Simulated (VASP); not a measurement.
# NaMgI3 (Pm-3m) in VASP: notebook

Runs on NaMgI3. Level: PBE. Tasks: single point.

Program: VASP 6.6.1. These are calculated values, not measurements. Logs are shortened: lines on timing, memory, paths and dates and some standing lists are left out, and cuts for length are marked.

### 1 The cell of the first run

It takes space group Pm-3m (No. 221, cubic). Conventional cell: a = 5.759 Å, b = 5.759 Å, c = 5.759 Å, α = 90.00°, β = 90.00°, γ = 90.00°. Na (site symmetry m-3m) has 12 I at 4.07 Å and 8 Mg at 4.99 Å within 5.3 Å. Mg (site symmetry m-3m) has 6 I at 2.88 Å within 3.8 Å. I (site symmetry 4/mmm) has 2 Mg at 2.88 Å within 3.8 Å.

### 2 Single point, PBE (strain -0.5%)

Contents of INCAR:

```
SYSTEM = NaMgI3
  PREC = Accurate
  ENCUT = 520
  EDIFF = 1E-7
  ISMEAR = -1
  SIGMA = 0.02
  LREAL = .False.
  LASPH = .True.
  NELM = 100
  ALGO = Normal
  ISIF = 2
  LWAVE = .False.
  LCHARG = .False.
  GGA = PE
  NBANDS = 23
```

Contents of KPOINTS:

```
Automatic mesh
0
Gamma
  4 4 4
  0 0 0
```

Contents of POSCAR:

```
NaMgI3
1.0
    5.7593869811      0.0000000000      0.0000000000
    0.0000000000      5.7593869811      0.0000000000
    0.0000000000      0.0000000000      5.7593869811
Na Mg I
1 1 3
Direct
    0.0000000000      0.0000000000      0.0000000000
    0.5000000000      0.5000000000      0.5000000000
    0.5000000000      0.5000000000      0.0000000000
    0.5000000000      0.0000000000      0.5000000000
    0.0000000000      0.5000000000      0.5000000000
```

Potentials or basis: VASP PAW PBE potentials, release 64 (Na_pv, Mg, I).

Launch:

```sh
cat potpaw_PBE.64/Na_pv/POTCAR potpaw_PBE.64/Mg/POTCAR potpaw_PBE.64/I/POTCAR > POTCAR
mpirun -np 1 vasp_std > vasp.out
```

OUTCAR:

```text
SYSTEM = NaMgI3
   PREC = Accurate
   ENCUT = 520
   EDIFF = 1E-7
   ISMEAR = -1
   LREAL = .False.
   LASPH = .True.
   NELM = 100
   ISIF = 2
   GGA = PE

 ion  position               nearest neighbor table
   1  0.000  0.000  0.000-
   2  0.500  0.500  0.500-   3 2.88   4 2.88   5 2.88   3 2.88   4 2.88   5 2.88
   3  0.500  0.500  0.000-   2 2.88   2 2.88
   4  0.500  0.000  0.500-   2 2.88   2 2.88
   5  0.000  0.500  0.500-   2 2.88   2 2.88

  LATTYP: Found a simple cubic cell.
 ALAT       =     5.7593869811

  Lattice vectors:

 A1 = (   5.7593869811,   0.0000000000,   0.0000000000)
 A2 = (   0.0000000000,   5.7593869811,   0.0000000000)
 A3 = (   0.0000000000,   0.0000000000,   5.7593869811)

Analysis of symmetry for initial positions (statically):
=====================================================================
 Subroutine PRICEL returns:
 Original cell was already a primitive cell.

 Routine SETGRP: Setting up the symmetry group for a
 simple cubic supercell.

 Subroutine GETGRP returns: Found 48 space group operations
 (whereof 48 operations were pure point group operations)
 out of a pool of 48 trial point group operations.

The static configuration has the point symmetry O_h .

Analysis of symmetry for dynamics (positions and initial velocities):
=====================================================================
 Subroutine PRICEL returns:
 Original cell was already a primitive cell.

 Routine SETGRP: Setting up the symmetry group for a
 simple cubic supercell.

 Subroutine GETGRP returns: Found 48 space group operations
 (whereof 48 operations were pure point group operations)
 out of a pool of 48 trial point group operations.

The dynamic configuration has the point symmetry O_h .

 Subroutine INISYM returns: Found 48 space group operations
 (whereof 48 operations are pure point group operations),
 and found     1 'primitive' translations

----------------------------------------------------------------------------------------

                                     Primitive cell

  volume of cell :     191.0420

  direct lattice vectors                    reciprocal lattice vectors
     5.759386981  0.000000000  0.000000000     0.173629590  0.000000000  0.000000000
     0.000000000  5.759386981  0.000000000     0.000000000  0.173629590  0.000000000
     0.000000000  0.000000000  5.759386981     0.000000000  0.000000000  0.173629590

  length of vectors
     5.759386981  5.759386981  5.759386981     0.173629590  0.173629590  0.173629590

  position of ions in fractional coordinates (direct lattice)
     0.000000000  0.000000000  0.000000000
     0.500000000  0.500000000  0.500000000
     0.500000000  0.500000000  0.000000000
     0.500000000  0.000000000  0.500000000
     0.000000000  0.500000000  0.500000000

  ion indices of the primitive-cell ions
   primitive index   ion index
                 1           1
                 2           2
                 3           3
                 4           4
                 5           5

----------------------------------------------------------------------------------------

 KPOINTS: Automatic mesh

Automatic generation of k-mesh.
 Grid dimensions read from file:
 generate k-points for:    4    4    4

 Generating k-lattice:

  Cartesian coordinates                     Fractional coordinates (reciprocal lattice)
     0.043407397  0.000000000  0.000000000     0.250000000  0.000000000  0.000000000
     0.000000000  0.043407397  0.000000000     0.000000000  0.250000000  0.000000000
     0.000000000  0.000000000  0.043407397     0.000000000  0.000000000  0.250000000

  Length of vectors
     0.043407397  0.043407397  0.043407397

  Shift w.r.t. Gamma in fractional coordinates (k-lattice)
     0.000000000  0.000000000  0.000000000

 Subroutine IBZKPT returns following result:
 ===========================================

 Found     10 irreducible k-points:

 Following reciprocal coordinates:
            Coordinates               Weight
  0.000000  0.000000  0.000000      1.000000
  0.250000  0.000000  0.000000      6.000000
  0.500000  0.000000  0.000000      3.000000
  0.250000  0.250000  0.000000     12.000000
  0.500000  0.250000  0.000000     12.000000
  0.500000  0.500000  0.000000      3.000000
  0.250000  0.250000  0.250000      8.000000
  0.500000  0.250000  0.250000     12.000000
  0.500000  0.500000  0.250000      6.000000
  0.500000  0.500000  0.500000      1.000000
   k-points           NKPTS =     10   k-points in BZ     NKDIM =     10   number of bands    NBANDS=     23
   number of dos      NEDOS =    301   number of ions     NIONS =      5
   total plane-waves  NPLWV = 110592
   dimension x,y,z NGX =    48 NGY =   48 NGZ =   48
   dimension x,y,z NGXF=    96 NGYF=   96 NGZF=   96
   ions per type =               1   1   3
   NGX,Y,Z   is equivalent  to a cutoff of  13.86, 13.86, 13.86 a.u.
   NGXF,Y,Z  is equivalent  to a cutoff of  27.71, 27.71, 27.71 a.u.
 SYSTEM =  NaMgI3
   PREC   = accura    normal or accurate (medium, high low for compatibility)
   ISTART =      0    job   : 0-new  1-cont  2-samecut
   ICHARG =      2    charge: 1-file 2-atom 10-const
   ISPIN  =      1    spin polarized calculation?
   LNONCOLLINEAR =      F non collinear calculations
   LSORBIT =      F    spin-orbit coupling
   LASPH  =      T    aspherical Exc in radial PAW
   ENCUT  =  520.0 eV  38.22 Ry    6.18 a.u.  10.71 10.71 10.71*2*pi/ulx,y,z
   NELM   =    100;   NELMIN=  2; NELMDL= -5     # of ELM steps
   EDIFF  = 0.1E-06   stopping-criterion for ELM
   LREAL  =      F    real-space projection
   EDIFFG = 0.1E-05   stopping-criterion for IOM
   NSW    =      0    number of steps for IOM
   IBRION =     -1    ionic relax: 0-MD 1-quasi-New 2-CG
   NFREE  =      0    steps in history (QN), initial steepest desc. (CG)
   ISIF   =      2    stress and relaxation
   ISYM   =      2    0-nonsym 1-usesym 2-fastsym
   POTIM  = 0.5000    time-step for ionic-motion
   TEBEG  =    0.0;   TEEND  =   0.0 temperature during run
   PSTRESS=    0.0 pullay stress
   NELECT =      30.0000    total number of electrons
   NUPDOWN=      -1.0000    fix difference up-down
   EMIN   =  10.00;   EMAX   =-10.00  energy-range for DOS
   EFERMI =   0.00;   METHOD = LEGACY
   ISMEAR =    -1;   SIGMA  =   0.02  broadening in eV -4-tet -1-fermi 0-gaus
   EFERMI_NEDOS =   21; number of points for ismear=-14 and -15
   IALGO  =     38    algorithm
   IMIX   =      4    mixing-type and parameters
     AMIX     =   0.40;   BMIX     =  1.00
     AMIX_MAG =   1.60;   BMIX_MAG =  1.00
  volume/ion in A,a.u.               =      38.21       257.84
  Fermi-wavevector in a.u.,A,eV,Ry     =   0.883227  1.669057 10.613767  0.780090
  Thomas-Fermi vector in A             =   2.003965
   LORBIT       =      0    0 simple, 1 ext, 2 COOP (PROOUT), +10 PAW based schemes
   GGA     = PE    functional components
   LHFCALC =     F    Hartree Fock is set to
   AEXX    =    0.0000 exact exchange contribution
   IVDW    =     0    specifies the selected vdW correction
   LEPSILON=     F    determine dielectric tensor
   LRPA    =     F    only Hartree local field effects (RPA)
 non-spin polarized calculation
  energy-cutoff  :      520.00
  volume of cell :      191.04
 maximum number of plane-waves:      5216
 NGX is ok and might be reduce to    48
   NGX = 21   NGY = 21   NGZ = 21

 number of electron      30.0000003 magnetization

 Free energy of the ion-electron system (eV)
  ---------------------------------------------------
  ext. energy  EPLUGINS =         0.00000000
  ---------------------------------------------------
  free energy    TOTEN  =       -12.07943598 eV

  energy without entropy =      -12.07943598  energy(sigma->0) =      -12.07943598

 E-fermi :   2.1117     XC(G=0):  -7.4941

 val. band max:        1.6058166319   @ k =   0.5000   0.5000   0.5000
 cond. band min:       2.8091887988   @ k =   0.0000   0.0000   0.0000
 fundamental gap:      1.2033721669
 Fermi energy:         2.1116573568

 k-point     1 :       0.0000    0.0000    0.0000
  band No.  band energies     occupation
      1     -22.9059      2.00000
      2     -22.9059      2.00000
      3     -22.9059      2.00000
      4     -10.4825      2.00000
      5      -9.5970      2.00000
      6      -9.5970      2.00000
[... 15 lines left out ...]
     22       7.1804      0.00000
     23       9.3701      0.00000

 k-point     2 :       0.2500    0.0000    0.0000
  band No.  band energies     occupation
      1     -22.9059      2.00000
      2     -22.9059      2.00000
      3     -22.9059      2.00000
      4     -10.3817      2.00000
      5      -9.7168      2.00000
      6      -9.5934      2.00000
[... 15 lines left out ...]
     22       7.9147      0.00000
     23       9.0064      0.00000

 k-point     3 :       0.5000    0.0000    0.0000
  band No.  band energies     occupation
      1     -22.9060      2.00000
      2     -22.9059      2.00000
      3     -22.9059      2.00000
      4     -10.2183      2.00000
      5      -9.8993      2.00000
      6      -9.5898      2.00000
[... 15 lines left out ...]
     22       7.8410      0.00000
     23       9.1125      0.00000

 k-point     4 :       0.2500    0.2500    0.0000
  band No.  band energies     occupation
      1     -22.9059      2.00000
      2     -22.9059      2.00000
      3     -22.9059      2.00000
      4     -10.2869      2.00000
      5      -9.7476      2.00000
      6      -9.6615      2.00000
[... 15 lines left out ...]
     22       8.0140      0.00000
     23       8.3814      0.00000

 k-point     5 :       0.5000    0.2500    0.0000
  band No.  band energies     occupation
      1     -22.9060      2.00000
      2     -22.9059      2.00000
      3     -22.9059      2.00000
      4     -10.1270      2.00000
      5      -9.8925      2.00000
      6      -9.6807      2.00000
[... 15 lines left out ...]
     22       8.0652      0.00000
     23       8.6915      0.00000

 k-point     6 :       0.5000    0.5000    0.0000
  band No.  band energies     occupation
      1     -22.9060      2.00000
      2     -22.9060      2.00000
      3     -22.9059      2.00000
      4      -9.9218      2.00000
      5      -9.8857      2.00000
      6      -9.8857      2.00000
[... 15 lines left out ...]
     22       7.6454      0.00000
     23       9.3549      0.00000

 k-point     7 :       0.2500    0.2500    0.2500
  band No.  band energies     occupation
      1     -22.9059      2.00000
      2     -22.9059      2.00000
      3     -22.9059      2.00000
      4     -10.2020      2.00000
      5      -9.7425      2.00000
      6      -9.7425      2.00000
[... 15 lines left out ...]
     22       8.1053      0.00000
     23       8.9155      0.00000

 k-point     8 :       0.5000    0.2500    0.2500
  band No.  band energies     occupation
      1     -22.9059      2.00000
      2     -22.9059      2.00000
      3     -22.9059      2.00000
      4     -10.0550      2.00000
      5      -9.8860      2.00000
      6      -9.7375      2.00000
[... 15 lines left out ...]
     22       8.5160      0.00000
     23       8.9809      0.00000

 k-point     9 :       0.5000    0.5000    0.2500
  band No.  band energies     occupation
      1     -22.9059      2.00000
      2     -22.9059      2.00000
      3     -22.9059      2.00000
      4      -9.8978      2.00000
      5      -9.8795      2.00000
      6      -9.8795      2.00000
[... 15 lines left out ...]
     22       8.0873      0.00000
     23       8.4989      0.00000

 k-point    10 :       0.5000    0.5000    0.5000
  band No.  band energies     occupation
      1     -22.9059      2.00000
      2     -22.9059      2.00000
      3     -22.9059      2.00000
      4      -9.8733      2.00000
      5      -9.8733      2.00000
      6      -9.8733      2.00000
[... 15 lines left out ...]
     22       9.0345      0.00000
     23       9.0814      0.00000

------------------------ aborting loop because EDIFF is reached ----------------------------------------

  FORCE on cell =-STRESS in cart. coord.  units (eV):
  Direction    XX          YY          ZZ          XY          YZ          ZX
  --------------------------------------------------------------------------------------
  -------------------------------------------------------------------------------------
  Total        0.6741116      0.6741116      0.6741116     -0.0000000      0.0000000     -0.0000000
  in kB        5.6534507      5.6534507      5.6534507     -0.0000000      0.0000000     -0.0000000
  external PRESSURE =       5.6534507 kB  Pullay stress =       0.0000000 kB

 VOLUME and BASIS-vectors are now :
 -----------------------------------------------------------------------------
  energy-cutoff  :      520.00
  volume of cell :      191.04
      direct lattice vectors                 reciprocal lattice vectors
     5.759386981  0.000000000  0.000000000     0.173629590  0.000000000  0.000000000
     0.000000000  5.759386981  0.000000000     0.000000000  0.173629590  0.000000000
     0.000000000  0.000000000  5.759386981     0.000000000  0.000000000  0.173629590

 POSITION                                       TOTAL-FORCE (eV/Angst)
 -----------------------------------------------------------------------------------
      0.00000      0.00000      0.00000         0.000000      0.000000      0.000000
      2.87969      2.87969      2.87969         0.000000      0.000000      0.000000
      2.87969      2.87969      0.00000         0.000000      0.000000      0.000000
      2.87969      0.00000      2.87969         0.000000      0.000000      0.000000
      0.00000      2.87969      2.87969         0.000000      0.000000      0.000000
 -----------------------------------------------------------------------------------
    total drift:                               -0.000000     -0.000000     -0.000000

  FREE ENERGIE OF THE ION-ELECTRON SYSTEM (eV)
  ---------------------------------------------------
  free  energy   TOTEN  =       -12.0794359831 eV

  energy  without entropy=      -12.0794359831  energy(sigma->0) =      -12.07943598
```

Run time: 30 s. Hardware: 1 thread of Intel Xeon 6975P-C (Granite Rapids), shared host; peak memory 0.34 GiB.

What came out:

```
Free energy            : -12.0794 eV
Pressure               : 0.6 GPa
Band gap on the k mesh : 1.20 eV (least direct gap 1.76 eV)
```

Levels at points of the mesh, in eV from the valence-band top:
| k point | band 12 | band 13 | band 14 | band 15 | band 16 | band 17 | band 18 | band 19 |
| --- | --- | --- | --- | --- | --- | --- | --- | --- |
| (0.00, 0.00, 0.00) | -0.88 | -0.56 | -0.56 | -0.56 | 1.20 | 2.42 | 5.32 | 5.32 |
| (0.50, 0.00, 0.00) | -1.40 | -1.12 | -0.67 | -0.67 | 3.42 | 3.78 | 4.59 | 5.71 |
| (0.50, 0.50, 0.00) | -1.36 | -1.36 | -1.05 | -0.02 | 3.89 | 5.12 | 5.12 | 5.21 |
| (0.50, 0.50, 0.50) | -1.03 | 0.00 | 0.00 | 0.00 | 2.56 | 4.45 | 4.45 | 4.45 |

Caveat: the cell differs from its parent crystal (strain -0.5%); spin-orbit coupling is left out, which moves the levels of the heavy elements. A k mesh can miss the band edges.

### 3 Single point, PBE

This run uses another cell than the first one, of 38.79 Å³/atom.

Contents of INCAR:

```
PREC = Accurate
ENCUT = 520
EDIFF = 1E-7
ISMEAR = -1
SIGMA = 0.02
LREAL = F
LASPH = T
NELM = 80
ALGO = Normal
ISIF = 2
LWAVE = F
LCHARG = F
GGA = PE
NBANDS = 23
```

Contents of KPOINTS:

```
Automatic mesh
0
Gamma
  4 4 4
```

POSCAR, as its differences from that of step 2:

```diff
@@ -2,5 +2,5 @@
 1.0
-    5.7593869811      0.0000000000      0.0000000000
-    0.0000000000      5.7593869811      0.0000000000
-    0.0000000000      0.0000000000      5.7593869811
+    5.7883286242      0.0000000000      0.0000000000
+    0.0000000000      5.7883286242      0.0000000000
+    0.0000000000      0.0000000000      5.7883286242
 Na Mg I
```

Potentials or basis: VASP PAW PBE potentials, release 64 (Na_pv, Mg, I).

Launch:

```sh
cat potpaw_PBE.64/Na_pv/POTCAR potpaw_PBE.64/Mg/POTCAR potpaw_PBE.64/I/POTCAR > POTCAR
mpirun -np 1 vasp_std > vasp.out
```

Run time: 27 s. Hardware: 1 thread of Intel Xeon 6975P-C (Granite Rapids), shared host; peak memory 0.34 GiB.

It converged, with:

```
Free energy            : -12.0868 eV
Pressure               : 0.2 GPa
Band gap on the k mesh : 1.19 eV (least direct gap 1.73 eV)
```

Levels at points of the mesh, in eV from the valence-band top:
| k point | band 13 | band 14 | band 15 | band 16 | band 17 | band 18 |
| --- | --- | --- | --- | --- | --- | --- |
| (0.00, 0.00, 0.00) | -0.55 | -0.55 | -0.55 | 1.19 | 2.42 | 5.35 |
| (0.50, 0.00, 0.00) | -1.09 | -0.65 | -0.65 | 3.39 | 3.77 | 4.58 |
| (0.50, 0.50, 0.00) | -1.32 | -1.03 | -0.01 | 3.88 | 5.11 | 5.11 |
| (0.50, 0.50, 0.50) | 0.00 | 0.00 | 0.00 | 2.59 | 4.43 | 4.43 |

Caveat: spin-orbit coupling is left out, which moves the levels of the heavy elements. A k mesh can miss the band edges.

### 4 Single point, PBE (strain +1.0%)

Contents of INCAR:

```
SYSTEM = NaMgI3
PREC = Accurate ; ENCUT = 520
EDIFF = 1E-6 ; ISMEAR = -1
SIGMA = 0.02 ; LREAL = .FALSE.
LASPH = .TRUE. ; NELM = 80
ALGO = Normal ; ISIF = 2
LWAVE = .FALSE. ; LCHARG = .FALSE.
GGA = PE ; NBANDS = 23
```

Contents of KPOINTS:

```
Automatic mesh
0
G
  4 4 4
  0 0 0
```

POSCAR, as its differences from that of step 3:

```diff
@@ -2,5 +2,5 @@
 1.0
-    5.7883286242      0.0000000000      0.0000000000
-    0.0000000000      5.7883286242      0.0000000000
-    0.0000000000      0.0000000000      5.7883286242
+    5.8462119105      0.0000000000      0.0000000000
+    0.0000000000      5.8462119105      0.0000000000
+    0.0000000000      0.0000000000      5.8462119105
 Na Mg I
```

Launch:

```sh
cat potpaw_PBE.64/Na_pv/POTCAR potpaw_PBE.64/Mg/POTCAR potpaw_PBE.64/I/POTCAR > POTCAR
mpirun -np 1 vasp_std > vasp.out
```

Run time: 36 s. Hardware: 1 thread of Intel Xeon 6975P-C (Granite Rapids), shared host; peak memory 0.33 GiB.

It converged, with:

| Item | Value |
| --- | --- |
| Free energy | -12.0854 eV |
| Pressure | -0.3 GPa |
| Band gap on the k mesh | 1.15 eV (least direct gap 1.68 eV) |

Levels at points of the mesh, in eV from the valence-band top:
```tsv
k point	band 11	band 12	band 13	band 14	band 15	band 16	band 17	band 18	band 19	band 20
(0.00, 0.00, 0.00)	-0.81	-0.81	-0.52	-0.52	-0.52	1.15	2.41	5.42	5.42	5.42
(0.50, 0.00, 0.00)	-1.28	-1.28	-1.03	-0.62	-0.62	3.31	3.75	4.57	5.79	6.08
(0.50, 0.50, 0.00)	-1.37	-1.24	-1.24	-1.00	-0.01	3.86	5.01	5.09	5.09	5.27
(0.50, 0.50, 0.50)	-0.99	-0.99	0.00	0.00	0.00	2.64	4.41	4.41	4.41	7.12
```

Caveat: the cell differs from its parent crystal (strain +1.0%); spin-orbit coupling is left out, which moves the levels of the heavy elements. A k mesh can miss the band edges.

### 5 The runs side by side

```csv
cell,gap on the mesh (eV),pressure (GPa)
"a = 5.759 Å, 5 atoms",1.20,0.6
"a = 5.788 Å, 5 atoms",1.19,0.2
"a = 5.846 Å, 5 atoms",1.15,-0.3
```

Alike in all rows: task single point; level PBE; potentials or basis VASP PAW PBE potentials, release 64 (Na_pv, Mg, I); no spin polarisation; k mesh 4 × 4 × 4; cutoff (eV) 520; smearing fermi-dirac 0.02 eV.

Caveats: spin-orbit coupling is left out, which moves the levels of the heavy elements.

Total energies depend on the potentials used, so only differences within one code and one set of settings carry meaning.
